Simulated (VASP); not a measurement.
Set up this calculation in VASP 6.6.1, as the native input.

```
Task                   : single point
Functional             : LDA
Potentials or basis    : VASP PAW LDA potentials, release 64 (Y_sv)
Cutoff                 : 500 eV
k mesh                 : 16 × 16 × 9
Occupations            : fermi-dirac, width 0.05 eV
Spin                   : no spin polarisation
Dipole correction      : no
Further INCAR settings : ALGO = Normal; EDIFF = 1e-06; NBANDS = 18
```

The structure of Y lies in POSCAR:

```
Y
1.0
    3.5414388809      0.0000000000      0.0000000000
   -1.7707194405      3.0669760368      0.0000000000
    0.0000000000      0.0000000000      5.5143512357
Y
2
Direct
    0.3333333333      0.6666666667      0.2500000000
    0.6666666667      0.3333333333      0.7500000000
```

One way to write it, as run:

INCAR

```
  ALGO = Normal
  EDIFF = 1E-6
  ENCUT = 500
  GGA_COMPAT = F
  ISIF = 2
  ISMEAR = -1
  LASPH = T
  LCHARG = F
  LREAL = F
  LWAVE = F
  NBANDS = 18
  NELM = 120
  PREC = Accurate
  SIGMA = 0.05
```

KPOINTS

```
k-points
0
Gamma
  16 16 9
```

Potentials or basis: VASP PAW LDA potentials, release 64 (Y_sv).

Command:

```console
$ cat potpaw_LDA.64/Y_sv/POTCAR > POTCAR
$ mpirun -np 1 vasp_std > vasp.out
```

Results of the run:

| Item | Value |
| --- | --- |
| Pressure | -0.1 GPa |
| Band gap on the k mesh | zero (bands 11 and 12 overlap by 1.76 eV) |

It took 110 s on 1 thread of Intel(R) Xeon(R) 6975P-C (Granite Rapids), on a shared host, peak memory 0.26 GiB.
